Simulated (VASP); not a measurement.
# AlN (P2_1/m) in VASP: notebook

Runs on AlN. Level: PBEsol. Tasks: single point.

Everything below comes from runs of VASP 6.6.1. Logs are shortened: lines on timing, memory, paths and dates and some standing lists are left out, and cuts for length are marked.

## 1. The cell of the first run

It takes space group P2_1/m (No. 11, monoclinic). The conventional cell has a = 3.283 Å, b = 4.188 Å, c = 3.312 Å, α = 90.00°, β = 119.14°, γ = 90.00°. Within 2.5 Å of Al (site symmetry m) lie 5 N at 1.90 to 2.09 Å. Within 2.5 Å of N (site symmetry m) lie 5 Al at 1.90 to 2.09 Å.

## 2. Single point, PBEsol

File INCAR:

```
SYSTEM = AlN
ALGO = Normal ; EDIFF = 1E-7
ENCUT = 520 ; GGA = PS
ISIF = 2 ; ISMEAR = 0
LASPH = .TRUE. ; LCHARG = .FALSE.
LREAL = .FALSE. ; LWAVE = .FALSE.
NBANDS = 16 ; NELM = 80
PREC = Accurate ; SIGMA = 0.05
```

File KPOINTS:

```
k-points
0
G
  12 12 6
  0 0 0
```

File POSCAR:

```
AlN
1.0
    3.3121160000     -0.0331211600      0.0000000000
   -1.6847417600      2.8849365800      0.0000000000
    0.0000000000      0.0000000000      4.1875630000
Al N
2 2
Direct
    0.3333333333      0.6666666667      0.7500000000
    0.6666666667      0.3333333333      0.2500000000
    0.3333333333      0.6666666667      0.2500000000
    0.6666666667      0.3333333333      0.7500000000
```

Potentials or basis: VASP PAW PBE potentials, release 64 (Al, N).

On the command line:

```sh
$ cat potpaw_PBE.64/Al/POTCAR potpaw_PBE.64/N/POTCAR > POTCAR
$ mpirun -np 1 vasp_std > vasp.out
```

OUTCAR:

```text
SYSTEM = AlN
   EDIFF = 1E-7
   ENCUT = 520
   GGA = PS
   ISIF = 2
   ISMEAR = 0
   LASPH = .TRUE.
   LREAL = .FALSE.
   NELM = 80
   PREC = Accurate

 ion  position               nearest neighbor table
   1  0.333  0.667  0.750-   4 1.90   4 1.91   4 1.93   3 2.09   3 2.09   2 2.82   2 2.82   2 2.84
                             2 2.84   2 2.85   2 2.85
   2  0.667  0.333  0.250-   3 1.90   3 1.91   3 1.93   4 2.09   4 2.09   1 2.82   1 2.82   1 2.84
                             1 2.84   1 2.85   1 2.85
   3  0.333  0.667  0.250-   2 1.90   2 1.91   2 1.93   1 2.09   1 2.09
   4  0.667  0.333  0.750-   1 1.90   1 1.91   1 1.93   2 2.09   2 2.09

  LATTYP: Found a simple monoclinic cell.
 ALAT       =     3.2834734820
 B/A-ratio  =     1.2753454605
 C/A-ratio  =     1.0087736721
 COS(beta)  =    -0.4869161142

  Lattice vectors:

 A1 = (   1.6273742400,   2.8518154200,   0.0000000000)
 A2 = (   0.0000000000,   0.0000000000,  -4.1875630000)
 A3 = (  -3.3121160000,   0.0331211600,   0.0000000000)

Analysis of symmetry for initial positions (statically):
=====================================================================
 Subroutine PRICEL returns:
 Original cell was already a primitive cell.

 Routine SETGRP: Setting up the symmetry group for a
 simple monoclinic supercell.

 Subroutine GETGRP returns: Found  4 space group operations
 (whereof  2 operations were pure point group operations)
 out of a pool of  4 trial point group operations.

The static configuration has the point symmetry S_2 .
 The point group associated with its full space group is C_2h.

Analysis of symmetry for dynamics (positions and initial velocities):
=====================================================================
 Subroutine PRICEL returns:
 Original cell was already a primitive cell.

 Routine SETGRP: Setting up the symmetry group for a
 simple monoclinic supercell.

 Subroutine GETGRP returns: Found  4 space group operations
 (whereof  2 operations were pure point group operations)
 out of a pool of  4 trial point group operations.

The dynamic configuration has the point symmetry S_2 .
 The point group associated with its full space group is C_2h.

 Subroutine INISYM returns: Found  4 space group operations
 (whereof  2 operations are pure point group operations),
 and found     1 'primitive' translations

----------------------------------------------------------------------------------------

                                     Primitive cell

  volume of cell :      39.7795

  direct lattice vectors                    reciprocal lattice vectors
     3.312116000 -0.033121160  0.000000000     0.303695309  0.177351618  0.000000000
    -1.684741760  2.884936580  0.000000000     0.003486642  0.348664195  0.000000000
     0.000000000  0.000000000  4.187563000     0.000000000  0.000000000  0.238802377

  length of vectors
     3.312281602  3.340840294  4.187563000     0.351687982  0.348681628  0.238802377

  position of ions in fractional coordinates (direct lattice)
     0.333333333  0.666666667  0.750000000
     0.666666667  0.333333333  0.250000000
     0.333333333  0.666666667  0.250000000
     0.666666667  0.333333333  0.750000000

  ion indices of the primitive-cell ions
   primitive index   ion index
                 1           1
                 2           2
                 3           3
                 4           4

----------------------------------------------------------------------------------------

 KPOINTS: k-points

Automatic generation of k-mesh.
 Grid dimensions read from file:
 generate k-points for:   12   12    6

 Generating k-lattice:

  Cartesian coordinates                     Fractional coordinates (reciprocal lattice)
     0.025307942  0.014779301  0.000000000     0.083333333  0.000000000  0.000000000
     0.000290553  0.029055350  0.000000000    -0.000000000  0.083333333  0.000000000
     0.000000000  0.000000000  0.039800396     0.000000000  0.000000000  0.166666667

  Length of vectors
     0.029307332  0.029056802  0.039800396

  Shift w.r.t. Gamma in fractional coordinates (k-lattice)
     0.000000000  0.000000000  0.000000000

 Subroutine IBZKPT returns following result:
 ===========================================

 Found    296 irreducible k-points:

 Following reciprocal coordinates:
            Coordinates               Weight
  0.000000  0.000000  0.000000      1.000000
  0.083333  0.000000  0.000000      2.000000
  0.166667 -0.000000  0.000000      2.000000
  0.250000 -0.000000  0.000000      2.000000
  0.333333  0.000000  0.000000      2.000000
  0.416667 -0.000000  0.000000      2.000000
[... 16 lines left out ...]
  0.250000  0.166667  0.000000      2.000000
  0.333333  0.166667  0.000000      2.000000
 [... further k-points ...]
   k-points           NKPTS =    296   k-points in BZ     NKDIM =    296   number of bands    NBANDS=     16
   number of dos      NEDOS =    301   number of ions     NIONS =      4
   total plane-waves  NPLWV =  25088
   dimension x,y,z NGX =    28 NGY =   28 NGZ =   32
   dimension x,y,z NGXF=    56 NGYF=   56 NGZF=   64
   ions per type =               2   2
   NGX,Y,Z   is equivalent  to a cutoff of  14.05, 13.93, 12.70 a.u.
   NGXF,Y,Z  is equivalent  to a cutoff of  28.11, 27.87, 25.41 a.u.
 SYSTEM =  AlN
   PREC   = accura    normal or accurate (medium, high low for compatibility)
   ISTART =      0    job   : 0-new  1-cont  2-samecut
   ICHARG =      2    charge: 1-file 2-atom 10-const
   ISPIN  =      1    spin polarized calculation?
   LNONCOLLINEAR =      F non collinear calculations
   LSORBIT =      F    spin-orbit coupling
   LASPH  =      T    aspherical Exc in radial PAW
   ENCUT  =  520.0 eV  38.22 Ry    6.18 a.u.   6.16  6.21  7.79*2*pi/ulx,y,z
   NELM   =     80;   NELMIN=  2; NELMDL= -5     # of ELM steps
   EDIFF  = 0.1E-06   stopping-criterion for ELM
   LREAL  =      F    real-space projection
   EDIFFG = 0.1E-05   stopping-criterion for IOM
   NSW    =      0    number of steps for IOM
   IBRION =     -1    ionic relax: 0-MD 1-quasi-New 2-CG
   NFREE  =      0    steps in history (QN), initial steepest desc. (CG)
   ISIF   =      2    stress and relaxation
   ISYM   =      2    0-nonsym 1-usesym 2-fastsym
   POTIM  = 0.5000    time-step for ionic-motion
   TEBEG  =    0.0;   TEEND  =   0.0 temperature during run
   PSTRESS=    0.0 pullay stress
   NELECT =      16.0000    total number of electrons
   NUPDOWN=      -1.0000    fix difference up-down
   EMIN   =  10.00;   EMAX   =-10.00  energy-range for DOS
   EFERMI =   0.00;   METHOD = LEGACY
   ISMEAR =     0;   SIGMA  =   0.05  broadening in eV -4-tet -1-fermi 0-gaus
   EFERMI_NEDOS =   21; number of points for ismear=-14 and -15
   IALGO  =     38    algorithm
   IMIX   =      4    mixing-type and parameters
     AMIX     =   0.40;   BMIX     =  1.00
     AMIX_MAG =   1.60;   BMIX_MAG =  1.00
  volume/ion in A,a.u.               =       9.94        67.11
  Fermi-wavevector in a.u.,A,eV,Ry     =   1.208449  2.283637 19.869253  1.460349
  Thomas-Fermi vector in A             =   2.344056
   LORBIT       =      0    0 simple, 1 ext, 2 COOP (PROOUT), +10 PAW based schemes
   GGA     = PS    functional components
   LHFCALC =     F    Hartree Fock is set to
   AEXX    =    0.0000 exact exchange contribution
   IVDW    =     0    specifies the selected vdW correction
   LEPSILON=     F    determine dielectric tensor
   LRPA    =     F    only Hartree local field effects (RPA)
 non-spin polarized calculation
 Gauss-broadening in eV      SIGMA  =   0.05
  energy-cutoff  :      520.00
  volume of cell :       39.78
 maximum number of plane-waves:      1088
 NGX is ok and might be reduce to    28
   NGX = 13   NGY = 13   NGZ = 15

 number of electron      15.9999999 magnetization

 Free energy of the ion-electron system (eV)
  ---------------------------------------------------
  ext. energy  EPLUGINS =         0.00000000
  ---------------------------------------------------
  free energy    TOTEN  =       -30.92958745 eV

  energy without entropy =      -30.92958745  energy(sigma->0) =      -30.92958745

 E-fermi :   8.1244     XC(G=0): -11.3534

 val. band max:        7.8603592465   @ k =   0.0000   0.0000   0.0000
 cond. band min:      11.0453303681   @ k =   0.0000   0.0000   0.0000
 fundamental gap:      3.1849711216
 Fermi energy:         8.1243822885

 k-point     1 :       0.0000    0.0000    0.0000
  band No.  band energies     occupation
      1      -8.9060      2.00000
      2      -5.2327      2.00000
      3       0.9378      2.00000
      4       4.5382      2.00000
      5       4.6183      2.00000
      6       6.2013      2.00000
[... 8 lines left out ...]
     15      19.4281      0.00000
     16      19.6484      0.00000

 k-point     2 :       0.0833    0.0000    0.0000
  band No.  band energies     occupation
      1      -8.8244      2.00000
      2      -5.2284      2.00000
      3       1.0255      2.00000
      4       4.3228      2.00000
      5       4.4194      2.00000
      6       5.9622      2.00000
[... 8 lines left out ...]
     15      19.1024      0.00000
     16      19.2242      0.00000

 k-point     3 :       0.1667   -0.0000    0.0000
  band No.  band energies     occupation
      1      -8.5851      2.00000
      2      -5.2309      2.00000
      3       1.2847      2.00000
      4       3.6096      2.00000
      5       4.1199      2.00000
      6       5.2918      2.00000
[... 8 lines left out ...]
     15      18.4794      0.00000
     16      19.6660      0.00000

 k-point     4 :       0.2500   -0.0000    0.0000
  band No.  band energies     occupation
      1      -8.2069      2.00000
      2      -5.2826      2.00000
      3       1.7024      2.00000
      4       2.7604      2.00000
      5       3.7877      2.00000
      6       4.6021      2.00000
[... 8 lines left out ...]
     15      17.9480      0.00000
     16      20.2076      0.00000
[... 324 lines left out ...]
 k-point    22 :       0.1667    0.1667    0.0000
  band No.  band energies     occupation
      1      -7.9925      2.00000
      2      -5.3348      2.00000
      3       1.9447      2.00000
      4       2.7556      2.00000
      5       2.9231      2.00000
      6       4.8099      2.00000
[... 8 lines left out ...]
     15      18.7581      0.00000
     16      20.0750      0.00000

 k-point    23 :       0.2500    0.1667    0.0000
  band No.  band energies     occupation
      1      -7.5320      2.00000
      2      -5.5087      2.00000
      3       2.0237      2.00000
      4       2.4812      2.00000
      5       2.7814      2.00000
      6       4.3709      2.00000
[... 8 lines left out ...]
     15      19.8724      0.00000
     16      20.3329      0.00000

 k-point    24 :       0.3333    0.1667    0.0000
  band No.  band energies     occupation
      1      -7.0526      2.00000
      2      -5.7817      2.00000
      3       1.4950      2.00000
      4       2.8992      2.00000
      5       3.0713      2.00000
      6       3.8651      2.00000
[... 8 lines left out ...]
     15      20.4651      0.00000
     16      20.5607      0.00000

 [... further k-points ...]
[... 5 lines left out ...]
  --------------------------------------------------------------------------------------
  -------------------------------------------------------------------------------------
  Total       -0.7652378     -0.7808806     -1.0293714      0.8220609      0.0000000      0.0000000
  in kB      -30.8210519    -31.4510867    -41.4594114     33.1096831      0.0000000      0.0000000
  external PRESSURE =     -34.5771833 kB  Pullay stress =       0.0000000 kB

 VOLUME and BASIS-vectors are now :
 -----------------------------------------------------------------------------
  energy-cutoff  :      520.00
  volume of cell :       39.78
      direct lattice vectors                 reciprocal lattice vectors
     3.312116000 -0.033121160  0.000000000     0.303695309  0.177351618  0.000000000
    -1.684741760  2.884936580  0.000000000     0.003486642  0.348664195  0.000000000
     0.000000000  0.000000000  4.187563000     0.000000000  0.000000000  0.238802377

 POSITION                                       TOTAL-FORCE (eV/Angst)
 -----------------------------------------------------------------------------------
     -0.01912      1.91225      3.14067         0.215765      0.008944      0.000000
      1.64650      0.93956      1.04689        -0.215765     -0.008944     -0.000000
     -0.01912      1.91225      1.04689         0.266249      0.008984      0.000000
      1.64650      0.93956      3.14067        -0.266249     -0.008984      0.000000
 -----------------------------------------------------------------------------------
    total drift:                                0.000000     -0.000000     -0.000000

  FREE ENERGIE OF THE ION-ELECTRON SYSTEM (eV)
  ---------------------------------------------------
  free  energy   TOTEN  =       -30.9295874534 eV

  energy  without entropy=      -30.9295874534  energy(sigma->0) =      -30.92958745
```

It took 3.1 min on 1 thread of Intel Xeon 8259CL, shared host; peak memory 0.28 GiB.

Results:

```yaml
Free_energy: -30.9296 eV
Pressure: -3.5 GPa
Largest_force: 0.266 eV/Å
Band_gap_on_the_k_mesh: 3.18 eV
```

Forces on the atoms (eV/Å):
```
Al   0.216  0.009  0.000
Al  -0.216 -0.009  0.000
N    0.266  0.009  0.000
N   -0.266 -0.009  0.000
```

Caveat: the cell stands under tension; the PAW data sets were made with another functional, which shifts forces and pressure a little.

## 3. Single point, PBEsol

File INCAR:

```
SYSTEM = AlN
PREC = Accurate ; ENCUT = 520
EDIFF = 1E-6 ; ISMEAR = 0
SIGMA = 0.05 ; LREAL = .FALSE.
LASPH = .TRUE. ; NELM = 60
ALGO = Normal ; ISIF = 2
LWAVE = .FALSE. ; LCHARG = .FALSE.
GGA = PS ; NBANDS = 16
```

File KPOINTS:

```
regular mesh
0
G
  12 12 6
  0 0 0
```

POSCAR, as its differences from that of step 2:

```diff
@@ -2,4 +2,4 @@
 1.0
-    3.3121160000     -0.0331211600      0.0000000000
-   -1.6847417600      2.8849365800      0.0000000000
+    3.3121160000     -0.0165605800      0.0000000000
+   -1.6703998800      2.8766562900      0.0000000000
     0.0000000000      0.0000000000      4.1875630000
```

Potentials or basis: VASP PAW PBE potentials, release 64 (Al, N).

On the command line:

```sh
$ cat potpaw_PBE.64/Al/POTCAR potpaw_PBE.64/N/POTCAR > POTCAR
$ mpirun -np 1 vasp_std > vasp.out
```

Run time: 2.7 min. Hardware: 1 thread of Intel Xeon 8259CL, shared host; peak memory 0.28 GiB.

It converged, with:

```yaml
Free_energy: -30.9357 eV
Pressure: -3.5 GPa
Largest_force: 0.133 eV/Å
Band_gap_on_the_k_mesh: 3.19 eV
```

Forces in eV/Å, atoms in the order of the input:
```
Al   0.108  0.002  0.000
Al  -0.108 -0.002  0.000
N    0.133  0.002  0.000
N   -0.133 -0.002  0.000
```

Stress tensor (GPa, compression positive):
```
-3.19  1.66  0.00
 1.66 -3.20  0.00
 0.00  0.00 -4.12
```

Levels at points of the mesh, in eV from the valence-band top:
```
           k point  band 4  band 5  band 6  band 7  band 8  band 9  band 10  band 11  band 12  band 13
(0.00, 0.00, 0.00)   -3.30   -3.26   -1.64   -1.59    0.00    3.19     4.34     8.06     8.21    11.07
(0.50, 0.00, 0.00)   -4.73   -4.55   -4.34   -2.93   -1.48    3.68     6.96     7.05     8.98     9.30
(0.00, 0.50, 0.00)   -4.76   -4.50   -4.33   -2.92   -1.46    3.76     7.02     7.05     9.07     9.26
(0.50, 0.50, 0.00)   -4.80   -4.45   -4.33   -2.90   -1.43    3.83     7.06     7.08     9.16     9.24
(0.00, 0.00, 0.50)   -3.74   -2.51   -2.51   -2.47   -2.47    5.56     5.56     8.24     8.24     8.40
(0.50, 0.00, 0.50)   -7.28   -3.30   -3.30   -1.77   -1.77    4.90     4.90     9.17     9.17    11.36
(0.00, 0.50, 0.50)   -7.30   -3.26   -3.26   -1.76   -1.76    4.95     4.95     9.17     9.17    11.32
(0.50, 0.50, 0.50)   -7.31   -3.22   -3.22   -1.76   -1.76    5.00     5.00     9.16     9.16    11.30
```

Caveat: the cell stands under tension; the PAW data sets were made with another functional, which shifts forces and pressure a little. A k mesh can miss the band edges.
